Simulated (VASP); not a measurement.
A run of VASP 6.6.1 is set up as follows.

File POSCAR:

```
MgO2
1.0
    1.5625347502      0.9021298586      3.4269755135
   -1.5625347502      0.9021298586      3.4269755135
    0.0000000000     -1.8042597173      3.4269755135
Mg O
1 2
Direct
    0.0000000000      0.0000000000      0.0000000000
    0.4291204726      0.4291204726      0.4291204726
    0.5708795274      0.5708795274      0.5708795274
```

INCAR.step1

```
SYSTEM = MgO2
PREC = Accurate
ENCUT = 600
ISMEAR = 0
SIGMA = 0.02
LREAL = .False.
LASPH = .True.
NELM = 80
GGA = PE
ALGO = Normal
EDIFF = 1E-4
LWAVE = .True.
LCHARG = .False.
```

Contents of INCAR.step2:

```
SYSTEM = MgO2
PREC = Accurate
ENCUT = 600
EDIFF = 1E-6
ISMEAR = 0
SIGMA = 0.02
LREAL = .False.
LASPH = .True.
NELM = 80
ALGO = Normal
ISIF = 4
LWAVE = .False.
LCHARG = .False.
METAGGA = R2SCAN
LMIXTAU = .True.
IBRION = 2
NSW = 50
EDIFFG = -0.01
ISTART = 1
```

KPOINTS

```
regular mesh
0
Gamma
  12 12 12
  0 0 0
```

Potentials or basis: VASP PAW PBE potentials, release 64 (Mg, O).

Run with:

```sh
$ cat potpaw_PBE.64/Mg/POTCAR potpaw_PBE.64/O/POTCAR > POTCAR
$ cp INCAR.step1 INCAR
$ mpirun -np 1 vasp_std > vasp.out
$ cp INCAR.step2 INCAR
$ mpirun -np 1 vasp_std > vasp.out
```

Question: What does it give for the band gap on the k mesh?

Answer: 3.13 eV.

Step by step:
```csv
step,energy change (eV),largest force (eV/Å),pressure (GPa),volume (Å³)
1,0.0000,0.4582,4.27,28.98
2,0.0224,1.1298,2.37,28.98
3,-0.0042,0.0403,3.62,28.98
4,-0.0042,0.0303,3.65,28.98
5,-0.0044,0.0128,3.57,28.98
6,-0.0045,0.0020,3.53,28.98
```

Caveat: the PAW data sets were made with another functional, which shifts forces and pressure a little. A k mesh can miss the band edges.
